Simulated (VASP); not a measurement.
# TePtSe3 (R-3m) in VASP: further runs, part 2 of 2

VASP 6.6.1. The steps go on from the part before.

### Step 3. Single point, PBE

This run uses another cell than the first one, of 24.73 Å³/atom.

File INCAR:

```
SYSTEM = TePtSe3
ALGO = Normal ; EDIFF = 1E-7
ENCUT = 520 ; GGA = PE
ISIF = 2 ; ISMEAR = 0
LASPH = .TRUE. ; LCHARG = .FALSE.
LREAL = .FALSE. ; LWAVE = .FALSE.
NBANDS = 25 ; NELM = 60
PREC = Accurate ; SIGMA = 0.1
```

File KPOINTS:

```
k-points
0
G
  6 6 6
  0 0 0
```

File POSCAR:

```
TePtSe3
1.0
    3.0555969696      1.7641497329      3.8227224768
   -3.0555969696      1.7641497329      3.8227224768
    0.0000000000     -3.5282994658      3.8227224768
Te Pt Se
1 1 3
Direct
    0.5000000000      0.5000000000      0.5000000000
    0.0000000000      0.0000000000      0.0000000000
    0.0000000000      0.0000000000      0.5000000000
    0.5000000000      0.0000000000      0.0000000000
    0.0000000000      0.5000000000      0.0000000000
```

Potentials or basis: VASP PAW PBE potentials, release 64 (Te, Pt, Se).

On the command line:

```
$ cat potpaw_PBE.64/Te/POTCAR potpaw_PBE.64/Pt/POTCAR potpaw_PBE.64/Se/POTCAR > POTCAR
$ mpirun -np 1 vasp_std > vasp.out
```

OUTCAR:

```text
SYSTEM = TePtSe3
   EDIFF = 1E-7
   ENCUT = 520
   GGA = PE
   ISIF = 2
   ISMEAR = 0
   LASPH = .TRUE.
   LREAL = .FALSE.
   NELM = 60
   PREC = Accurate

 ion  position               nearest neighbor table
   1  0.500  0.500  0.500-   4 3.06   5 3.06   4 3.06   5 3.06   3 3.06   3 3.06
   2  0.000  0.000  0.000-   3 2.60   3 2.60   5 2.60   4 2.60   5 2.60   4 2.60
   3  0.000  0.000  0.500-   2 2.60   2 2.60   1 3.06   1 3.06
   4  0.500  0.000  0.000-   2 2.60   2 2.60   1 3.06   1 3.06
   5  0.000  0.500  0.000-   2 2.60   2 2.60   1 3.06   1 3.06

  LATTYP: Found a trigonal (rhomboedric) cell.
 ALAT       =     5.2021249750
 COS(alpha) =     0.3099817551

  Lattice vectors:

 A1 = (   3.0555969696,   1.7641497329,   3.8227224768)
 A2 = (  -3.0555969696,   1.7641497329,   3.8227224768)
 A3 = (   0.0000000000,  -3.5282994658,   3.8227224768)

Analysis of symmetry for initial positions (statically):
=====================================================================
 Subroutine PRICEL returns:
 Original cell was already a primitive cell.

 Routine SETGRP: Setting up the symmetry group for a
 trigonal (rhombohedral) supercell.

 Subroutine GETGRP returns: Found 12 space group operations
 (whereof 12 operations were pure point group operations)
 out of a pool of 12 trial point group operations.

The static configuration has the point symmetry D_3d.

Analysis of symmetry for dynamics (positions and initial velocities):
=====================================================================
 Subroutine PRICEL returns:
 Original cell was already a primitive cell.

 Routine SETGRP: Setting up the symmetry group for a
 trigonal (rhombohedral) supercell.

 Subroutine GETGRP returns: Found 12 space group operations
 (whereof 12 operations were pure point group operations)
 out of a pool of 12 trial point group operations.

[... 119 lines left out ...]
   EMIN   =  10.00;   EMAX   =-10.00  energy-range for DOS
   EFERMI =   0.00;   METHOD = LEGACY
   ISMEAR =     0;   SIGMA  =   0.10  broadening in eV -4-tet -1-fermi 0-gaus
   EFERMI_NEDOS =   21; number of points for ismear=-14 and -15
   IALGO  =     38    algorithm
   IMIX   =      4    mixing-type and parameters
     AMIX     =   0.40;   BMIX     =  1.00
     AMIX_MAG =   1.60;   BMIX_MAG =  1.00
  volume/ion in A,a.u.               =      24.73       166.87
  Fermi-wavevector in a.u.,A,eV,Ry     =   1.064591  2.011785 15.420206  1.133353
  Thomas-Fermi vector in A             =   2.200114
   LORBIT       =      0    0 simple, 1 ext, 2 COOP (PROOUT), +10 PAW based schemes
   GGA     = PE    functional components
   LHFCALC =     F    Hartree Fock is set to
   AEXX    =    0.0000 exact exchange contribution
   IVDW    =     0    specifies the selected vdW correction
   LEPSILON=     F    determine dielectric tensor
   LRPA    =     F    only Hartree local field effects (RPA)
 non-spin polarized calculation
 Gauss-broadening in eV      SIGMA  =   0.10
  energy-cutoff  :      520.00
  volume of cell :      123.64
 maximum number of plane-waves:      3347
   NGX = 19   NGY = 19   NGZ = 19

 number of electron      33.9999999 magnetization

 Free energy of the ion-electron system (eV)
  ---------------------------------------------------
  ext. energy  EPLUGINS =         0.00000000
  ---------------------------------------------------
  free energy    TOTEN  =       -17.97136512 eV

  energy without entropy =      -17.94453218  energy(sigma->0) =      -17.95794865

 E-fermi :   4.8670     XC(G=0):  -9.8220

 val. band max:        4.8466048072   @ k =  -0.3333   0.3333   0.1667
 cond. band min:       4.8955188107   @ k =   0.1667   0.0000   0.0000
 fundamental gap:      0.0489140035
 Fermi energy:         4.8669558271

 k-point     1 :       0.0000    0.0000    0.0000
  band No.  band energies     occupation
      1     -10.1218      2.00000
      2      -7.6508      2.00000
      3      -7.6508      2.00000
      4      -5.1328      2.00000
      5      -1.1438      2.00000
      6      -0.7627      2.00000
[... 661 lines left out ...]
     24      12.0226      0.00000
     25      12.5017      0.00000

 [... further k-points ...]
[... 5 lines left out ...]
  --------------------------------------------------------------------------------------
  -------------------------------------------------------------------------------------
  Total       -0.0835758     -0.0835758     -0.0650901      0.0000000     -0.0000000      0.0000000
  in kB       -1.0830175     -1.0830175     -0.8434708      0.0000000     -0.0000000      0.0000000
  external PRESSURE =      -1.0031686 kB  Pullay stress =       0.0000000 kB

 VOLUME and BASIS-vectors are now :
 -----------------------------------------------------------------------------
  energy-cutoff  :      520.00
  volume of cell :      123.64
      direct lattice vectors                 reciprocal lattice vectors
     3.055596970  1.764149733  3.822722477     0.163634146  0.094474218  0.087197890
    -3.055596970  1.764149733  3.822722477    -0.163634146  0.094474218  0.087197890
     0.000000000 -3.528299466  3.822722477     0.000000000 -0.188948436  0.087197890

 POSITION                                       TOTAL-FORCE (eV/Angst)
 -----------------------------------------------------------------------------------
      0.00000      0.00000      5.73408        -0.000000      0.000000     -0.000000
      0.00000      0.00000      0.00000         0.000000      0.000000      0.000000
      0.00000     -1.76415      1.91136         0.000000     -0.000000      0.000000
      1.52780      0.88207      1.91136         0.000000     -0.000000      0.000000
     -1.52780      0.88207      1.91136         0.000000      0.000000     -0.000000
 -----------------------------------------------------------------------------------
    total drift:                               -0.000000      0.000000      0.000000

  FREE ENERGIE OF THE ION-ELECTRON SYSTEM (eV)
  ---------------------------------------------------
  free  energy   TOTEN  =       -17.9713651246 eV

  energy  without entropy=      -17.9445321803  energy(sigma->0) =      -17.95794865
```

OSZICAR:

```text
N       E                     dE             d eps       ncg     rms          rms(c)
DAV:   1     0.180361893290E+03    0.18036E+03   -0.14186E+04  1600   0.116E+03
DAV:   2    -0.652575477935E+01   -0.18689E+03   -0.17749E+03  1975   0.210E+02
DAV:   3    -0.181682207344E+02   -0.11642E+02   -0.11374E+02  2020   0.529E+01
DAV:   4    -0.183331592225E+02   -0.16494E+00   -0.16455E+00  1802   0.709E+00
DAV:   5    -0.183358803017E+02   -0.27211E-02   -0.27206E-02  1927   0.917E-01    0.124E+01
DAV:   6    -0.182229259838E+02    0.11295E+00   -0.29758E+00  1830   0.127E+01    0.962E+00
DAV:   7    -0.179828988855E+02    0.24003E+00   -0.79929E-01  1767   0.801E+00    0.499E+00
DAV:   8    -0.179784536808E+02    0.44452E-02   -0.13412E-01  1773   0.174E+00    0.124E+00
DAV:   9    -0.179720820598E+02    0.63716E-02   -0.12444E-02  1683   0.848E-01    0.524E-01
DAV:  10    -0.179716323071E+02    0.44975E-03   -0.68034E-03  1726   0.529E-01    0.182E-01
DAV:  11    -0.179713754666E+02    0.25684E-03   -0.13069E-03  1758   0.271E-01    0.613E-02
DAV:  12    -0.179713682584E+02    0.72082E-05   -0.68573E-05  1705   0.412E-02    0.227E-02
DAV:  13    -0.179713652840E+02    0.29744E-05   -0.93674E-06  1876   0.220E-02    0.353E-03
DAV:  14    -0.179713651663E+02    0.11773E-06   -0.17201E-06  1881   0.772E-03    0.240E-03
DAV:  15    -0.179713651246E+02    0.41661E-07   -0.67251E-08  1151   0.176E-03
   1 F= -.17971365E+02 E0= -.17957949E+02  d E =-.268329E-01
```

stdout:

```text
POSCAR found type information on POSCAR TePtSe
 POSCAR found :  3 types and       5 ions
 scaLAPACK will be used
 LDA part: xc-table for (Slater+PW92), standard interpolation
 POSCAR, INCAR and KPOINTS ok, starting setup
 FFT: planning ... GRIDC
 FFT: planning ... GRID_SOFT
 FFT: planning ... GRID
 WAVECAR not read
 entering main loop
```

Run time: 46 s. Hardware: 1 thread of Intel Xeon 6975P-C (Granite Rapids), shared host; peak memory 0.3 GiB.

Results:

| Property | Result |
| --- | --- |
| Free energy | -17.9714 eV |
| Pressure | -0.1 GPa |
| Band gap on the k mesh | zero (bands 17 and 18 overlap by 1.22 eV) |

Caveat: spin-orbit coupling is left out, which moves the levels of the heavy elements.

### Step 4. Relaxation of cell and atoms, PBE

This run uses another cell than the first one, of 24.51 Å³/atom.

File INCAR:

```
SYSTEM = TePtSe3
PREC     = Accurate       ! precision mode
ENCUT    = 600            ! plane-wave cutoff, eV
EDIFF    = 1E-6           ! SCF threshold, eV
ISMEAR   = 0              ! smearing method
SIGMA    = 0.1            ! smearing width, eV
LREAL    = .FALSE.        ! projectors in reciprocal space
LASPH    = .TRUE.         ! aspherical terms in the spheres
NELM     = 60             ! most SCF steps
ALGO     = Normal         ! electronic algorithm
ISIF     = 3              ! what is computed and relaxed
LWAVE    = .FALSE.        ! write WAVECAR
LCHARG   = .FALSE.        ! write CHGCAR
GGA      = PE             ! functional
IBRION   = 2              ! ionic algorithm
NSW      = 90             ! ionic steps
EDIFFG   = -0.04          ! ionic threshold
```

File KPOINTS:

```
Automatic mesh
0
G
  6 6 6
  0 0 0
```

Changes to POSCAR since step 3:

```diff
@@ -2,5 +2,5 @@
 1.0
-    3.0555969696      1.7641497329      3.8227224768
-   -3.0555969696      1.7641497329      3.8227224768
-    0.0000000000     -3.5282994658      3.8227224768
+    3.0176091478      1.7422174538      3.8848586768
+   -3.0176091478      1.7422174538      3.8848586768
+    0.0000000000     -3.4844349076      3.8848586768
 Te Pt Se
```

On the command line:

```
$ cat potpaw_PBE.64/Te/POTCAR potpaw_PBE.64/Pt/POTCAR potpaw_PBE.64/Se/POTCAR > POTCAR
$ mpirun -np 1 vasp_std > vasp.out
```

It took 3.3 min on 1 thread of Intel Xeon 6975P-C (Granite Rapids), shared host; peak memory 0.34 GiB.

The run converged. Its results:

```yaml
Free_energy: -17.9716 eV
Relaxed_volume: 24.69 Å³/atom
Relaxed_cell: a = 5.200 Å, b = 5.200 Å, c = 5.200 Å, α = 71.90°, β = 71.90°, γ = 71.90°
Space_group_after_relaxing_to_0.1_Å: R-3m (No. 166)
Energy_gained_by_relaxing: 2.9 meV/atom
Ionic_steps: 5
Pressure_after_relaxing: 0.0 GPa
Band_gap_on_the_k_mesh: zero (bands 17 and 18 overlap by 1.23 eV)
```

The path:
```
step  energy change (eV)  largest force (eV/Å)  pressure (GPa)  volume (Å³)
   1              0.0000                0.0000            0.76       122.54
   2             -0.0097                0.0000           -0.55       124.61
   3             -0.0098                0.0000           -0.44       124.43
   4             -0.0140                0.0000           -0.15       123.81
   5             -0.0147                0.0000            0.03       123.44
```

Final structure:
```cif
data_structure
_symmetry_space_group_name_H-M 'P 1'
_symmetry_Int_Tables_number 1
_cell_length_a 5.2004
_cell_length_b 5.2004
_cell_length_c 5.2004
_cell_angle_alpha 71.899
_cell_angle_beta 71.899
_cell_angle_gamma 71.899
_cell_volume 123.44
loop_
_atom_site_label
_atom_site_type_symbol
_atom_site_fract_x
_atom_site_fract_y
_atom_site_fract_z
_atom_site_occupancy
Te1 Te 0.50000 0.50000 0.50000 1
Pt1 Pt 0.00000 0.00000 0.00000 1
Se1 Se 0.00000 0.00000 0.50000 1
Se2 Se 0.50000 0.00000 0.00000 1
Se3 Se 0.00000 0.50000 0.00000 1
```

Levels at points of the mesh, in eV from the Fermi level:
| k point | band 15 | band 16 | band 17 | band 18 | band 19 | band 20 |
| --- | --- | --- | --- | --- | --- | --- |
| (0.00, 0.00, 0.00) | -2.02 | -0.68 | 0.16 | 0.31 | 0.55 | 0.55 |
| (0.50, 0.00, 0.00) | -1.69 | -1.57 | -0.83 | -0.68 | -0.44 | 0.96 |
| (0.50, 0.50, 0.00) | -1.14 | -0.90 | -0.57 | -0.04 | 0.71 | 2.47 |
| (0.50, 0.50, 0.50) | 0.38 | 0.53 | 0.53 | 3.08 | 3.08 | 3.88 |

Caveat: spin-orbit coupling is left out, which moves the levels of the heavy elements.

### Step 5. Relaxation of cell and atoms, PBE, collinear spin

File INCAR:

```
SYSTEM = TePtSe3
  PREC = Accurate
  ENCUT = 600
  EDIFF = 1E-6
  ISMEAR = 0
  SIGMA = 0.1
  LREAL = .FALSE.
  LASPH = .TRUE.
  NELM = 150
  ALGO = Normal
  ISIF = 3
  LWAVE = .FALSE.
  LCHARG = .FALSE.
  ISPIN = 2
  MAGMOM = 0 1 0 0 0
  LORBIT = 11
  LMAXMIX = 4
  GGA = PE
  IBRION = 2
  NSW = 90
  EDIFFG = -0.04
```

File KPOINTS:

```
regular mesh
0
G
  3 3 3
  0 0 0
```

Changes to POSCAR since step 4:

```diff
@@ -2,5 +2,5 @@
 1.0
-    3.0176091478      1.7422174538      3.8848586768
-   -3.0176091478      1.7422174538      3.8848586768
-    0.0000000000     -3.4844349076      3.8848586768
+    3.5528222800      2.0512229000      3.6053795200
+   -3.5528222800      2.0512229000      3.6053795200
+    0.0000000000     -4.1024458000      3.6053795200
 Te Pt Se
```

On the command line:

```
$ cat potpaw_PBE.64/Te/POTCAR potpaw_PBE.64/Pt/POTCAR potpaw_PBE.64/Se/POTCAR > POTCAR
$ mpirun -np 1 vasp_std > vasp.out
```

It took 7.8 min on 1 thread of Intel Xeon 6975P-C (Granite Rapids), shared host; peak memory 0.43 GiB.

It converged, with:

```
Free energy                                           : -18.3067 eV
Relaxed volume                                        : 24.54 Å³/atom
Relaxed cell                                          : a = 5.219 Å, b = 5.219 Å, c = 5.219 Å, α = 70.71°, β = 70.71°, γ = 70.71°
Space group after relaxing (to 0.1 Å)                 : R-3m (No. 166)
Energy gained by relaxing                             : 331.9 meV/atom
Ionic steps                                           : 14
Pressure after relaxing                               : 0.0 GPa
Band gap on the k mesh                                : zero (filled and empty bands overlap)
Net moment                                            : 0.00 μB per cell
Valence electrons inside the program's atomic spheres : Te 3.23; Pt 9.21; Se 3.68
```

Step by step:
```
step  energy change (eV)  largest force (eV/Å)  pressure (GPa)  volume (Å³)
   1              0.0000                0.0000           -9.20       157.65
   2             -1.2298                0.0000            2.60       119.85
   3             -1.2603                0.0000            0.08       123.77
   4             -1.2598                0.0000           -0.28       124.40
   5             -1.2783                0.0000           -0.27       124.24
   6             -1.3575                0.0000           -0.27       123.67
   7             -1.5675                0.0000            0.31       122.01
   8             -1.3456                0.0000            5.54       116.84
   9             -1.6452                0.0000            1.16       120.71
  10             -1.6474                0.0000            1.55       120.27
  11             -1.6569                0.0000            0.54       122.00
  12             -1.6569                0.0000            0.51       122.03
  13             -1.6589                0.0000            0.27       122.37
  14             -1.6595                0.0000            0.04       122.70
```

Final structure:
```
Te Pt Se
1.0
     3.02007    1.74364    3.88355
    -3.02007    1.74364    3.88355
     0.00000   -3.48728    3.88355
Te Pt Se
1 1 3
Direct
  0.50000 0.50000 0.50000
  0.00000 0.00000 0.00000
  0.00000 0.00000 0.50000
  0.50000 0.00000 0.00000
  0.00000 0.50000 0.00000
```

Levels at points of the mesh, in eV from the Fermi level:
Spin up:
| k point | band 13 | band 14 | band 15 | band 16 | band 17 | band 18 | band 19 | band 20 | band 21 | band 22 |
| --- | --- | --- | --- | --- | --- | --- | --- | --- | --- | --- |
| (0.00, 0.00, 0.00) | -2.50 | -2.24 | -2.24 | -0.74 | -0.04 | -0.01 | 0.51 | 0.51 | 3.49 | 3.49 |
Spin down:
```tsv
k point	band 14	band 15	band 16	band 17	band 18	band 19	band 20	band 21
(0.00, 0.00, 0.00)	-2.24	-2.24	-0.74	-0.04	-0.01	0.51	0.51	3.49
```

Caveat: the k points lie up to 0.44 Å⁻¹ apart in the final cell, too coarse for converged energies and pressures of a metal; the volume moved by over 15 % at a fixed basis, so the end points are rough; spin-orbit coupling is left out, which moves the levels of the heavy elements.

### Step 6. Single point, PBE

This run uses another cell than the first one, of 24.70 Å³/atom.

File INCAR:

```
  PREC = Accurate
  ENCUT = 520
  EDIFF = 1E-7
  ISMEAR = 0
  SIGMA = 0.1
  LREAL = False
  LASPH = True
  NELM = 100
  ALGO = Normal
  ISIF = 2
  LWAVE = False
  LCHARG = True
  GGA = PE
  LELF = True
  LVHAR = True
  NBANDS = 25
```

File KPOINTS:

```
Automatic mesh
0
Gamma
  12 12 12
```

Changes to POSCAR since step 5:

```diff
@@ -2,5 +2,5 @@
 1.0
-    3.5528222800      2.0512229000      3.6053795200
-   -3.5528222800      2.0512229000      3.6053795200
-    0.0000000000     -4.1024458000      3.6053795200
+    3.0537791199      1.7631001969      3.8228018071
+   -3.0537791199      1.7631001969      3.8228018071
+    0.0000000000     -3.5262003939      3.8228018071
 Te Pt Se
```

Potentials or basis: VASP PAW PBE potentials, release 64 (Te, Pt, Se).

On the command line:

```
$ cat potpaw_PBE.64/Te/POTCAR potpaw_PBE.64/Pt/POTCAR potpaw_PBE.64/Se/POTCAR > POTCAR
$ mpirun -np 1 vasp_std > vasp.out
```

Run time: 4.6 min. Hardware: 1 thread of Intel Xeon 6975P-C (Granite Rapids), shared host; peak memory 0.69 GiB.

It converged, with:

```
Free energy            : -17.9918 eV
Pressure               : 0.0 GPa
Band gap on the k mesh : zero (bands 17 and 18 overlap by 1.27 eV)
```

Levels at points of the mesh, in eV from the Fermi level:
```csv
k point,band 13,band 14,band 15,band 16,band 17,band 18,band 19,band 20,band 21,band 22
"(0.00, 0.00, 0.00)",-2.29,-2.02,-2.02,-0.68,0.14,0.31,0.55,0.55,3.46,3.46
"(0.50, 0.00, 0.00)",-2.04,-1.70,-1.70,-1.58,-0.83,-0.68,-0.44,0.96,2.56,5.25
"(0.50, 0.50, 0.00)",-1.77,-1.18,-1.14,-0.91,-0.58,-0.04,0.70,2.45,3.48,5.91
"(0.50, 0.50, 0.50)",-1.51,0.04,0.36,0.53,0.53,3.07,3.07,3.87,3.87,4.50
```

Caveat: spin-orbit coupling is left out, which moves the levels of the heavy elements.

### Step 7. Summary

| task | spin | cell | k mesh | cutoff (eV) | gap on the mesh (eV) | pressure (GPa) | moment (μB) | relaxed volume (Å³/atom) |
| --- | --- | --- | --- | --- | --- | --- | --- | --- |
| single point | collinear | a = 5.462 Å, angles 81.2°, 5 atoms | 3 × 3 × 3 | 520 | none | -9.2 | 2.15 | - |
| single point | off | a = 5.202 Å, angles 71.9°, 5 atoms | 6 × 6 × 6 | 520 | none | -0.1 | - | - |
| relaxation of cell and atoms | off | relaxed from a = 5.219 Å, angles 70.7°, 5 atoms | 6 × 6 × 6 | 600 | none | 0.0 | - | 24.69 |
| relaxation of cell and atoms | collinear | relaxed from a = 5.462 Å, angles 81.2°, 5 atoms | 3 × 3 × 3 | 600 | none | 0.0 | 0.00 | 24.54 |
| single point | off | a = 5.201 Å, angles 71.9°, 5 atoms | 12 × 12 × 12 | 520 | none | 0.0 | - | - |

Alike in all rows: level PBE; potentials or basis VASP PAW PBE potentials, release 64 (Te, Pt, Se); smearing gaussian 0.1 eV.

Caveats: some runs use coarse meshes; spin-orbit coupling is left out, which moves the levels of the heavy elements; the volume moved by over 15 % at a fixed basis, so the end points are rough (at least some runs).

Total energies depend on the potentials used, so only differences within one code and one set of settings carry meaning.
